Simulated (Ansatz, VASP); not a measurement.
**Two plane-wave programs on BaTiO3**

The input POSCAR:

```
BaTiO3
1.0
    2.7943046168      1.6153691688      2.2846346760
   -2.7943046168      1.6153691688      2.2846346760
    0.0000000000     -3.3532905301      2.3710121010
Ba Ti O
1 1 3
Direct
   -0.0057807851     -0.0057807851      0.0045720438
    0.4942149455      0.4942149455      0.5189668045
    0.4942269383      0.9942228808      0.4868027875
    0.4942170204      0.4942170204      0.9739565765
    0.9942228808      0.4942269383      0.4868027875
```

Contents of INCAR.step1:

```
SYSTEM = BaTiO3
PREC = Accurate ; ENCUT = 520
ISMEAR = 0 ; SIGMA = 0.02
LREAL = .False. ; LASPH = .True.
NELM = 150 ; LMAXMIX = 4
LDAU = .True. ; LDAUTYPE = 2
LDAUL = -1 2 -1 ; LDAUU = 0 4 0
LDAUJ = 0 0 0 ; NBANDS = 28
GGA = PE ; ALGO = Normal
EDIFF = 1E-4 ; LWAVE = .True.
LCHARG = .False.
```

Contents of INCAR.step2:

```
SYSTEM = BaTiO3
PREC = Accurate ; ENCUT = 520
EDIFF = 1E-6 ; ISMEAR = 0
SIGMA = 0.02 ; LREAL = .False.
LASPH = .True. ; NELM = 150
ALGO = Normal ; ISIF = 2
LWAVE = .False. ; LCHARG = .False.
LMAXMIX = 4 ; LDAU = .True.
LDAUTYPE = 2 ; LDAUL = -1 2 -1
LDAUU = 0 4 0 ; LDAUJ = 0 0 0
LDAUPRINT = 1 ; METAGGA = R2SCAN
LMIXTAU = .True. ; NBANDS = 28
ISTART = 1
```

The input KPOINTS:

```
regular mesh
0
Gamma
  6 6 6
  0 0 0
```

Input for Ansatz:

```yaml
crystal:
  lattice:
    - [2.7943046168, 1.6153691688, 2.284634676]
    - [-2.7943046168, 1.6153691688, 2.284634676]
    - [0.0, -3.3532905301, 2.371012101]
  atoms:
    - { symbol: Ba, position: [-0.0057807851, -0.0057807851, 0.0045720438] }
    - { symbol: Ti, position: [0.4942149455, 0.4942149455, 0.5189668045] }
    - { symbol: O, position: [0.4942269383, 0.9942228808, 0.4868027875] }
    - { symbol: O, position: [0.4942170204, 0.4942170204, 0.9739565765] }
    - { symbol: O, position: [0.9942228808, 0.4942269383, 0.4868027875] }
basis:
  ecutwfc: 500
kpoints:
  mp_grid: { grid: [6, 6, 6] }
  band_path: { path: [VBM, CBM], npoints: 2 }
hamiltonian:
  xc: r2scan
  hubbard: { sites: [{ species: Ti, l: d, u_eff: 4.0 }] }
scf:
  occupations: { method: gaussian, width: 0.02 }
output:
  forces: true
  stress: true
  eigenvalues: true
checkpoint:
  read: start.run
  write: ck
  compress: false
  write_wavefunctions: false
  write_every: 100000
```

Alike in both runs: task single point; functional r2SCAN; k mesh 6 × 6 × 6; occupations gaussian, width 0.02 eV; no spin polarisation; Hubbard terms Ti d U = 4.0 eV.

```csv
,VASP,Ansatz
version,VASP 6.6.1,Ansatz 0.2.0
potentials or method,"VASP PAW PBE potentials, release 64 (Ba_sv, Ti_sv, O), cutoff 520 eV","scalar-relativistic, plane waves, PAW"
valence electrons in the cell,40,40
```

|  | VASP | Ansatz | Ansatz less VASP |
| --- | --- | --- | --- |
| gap on the k mesh at the Fermi level (eV) | 2.75 | 2.73 | -0.013 |
| least direct gap on the mesh (eV) | 3.19 | 3.15 | -0.042 |
| pressure (GPa) | 6.2 | 2.1 | -4.02 |
| traceless stress, the component that is largest in VASP (GPa) | 1.39 | 1.43 | +0.049 |
| rms of the force components (eV/Å) | 0.209 | 0.000 | -0.2085 |

VASP's potentials were made for PBE, not for r2SCAN. The programs project onto different local orbitals, so the same U acts differently, and such runs can settle in different states. Atom by atom the forces differ by 0.209 eV/Å (rms over components). Ansatz's warnings: near symmetry operations not taken.

Neither program's run includes spin-orbit coupling.
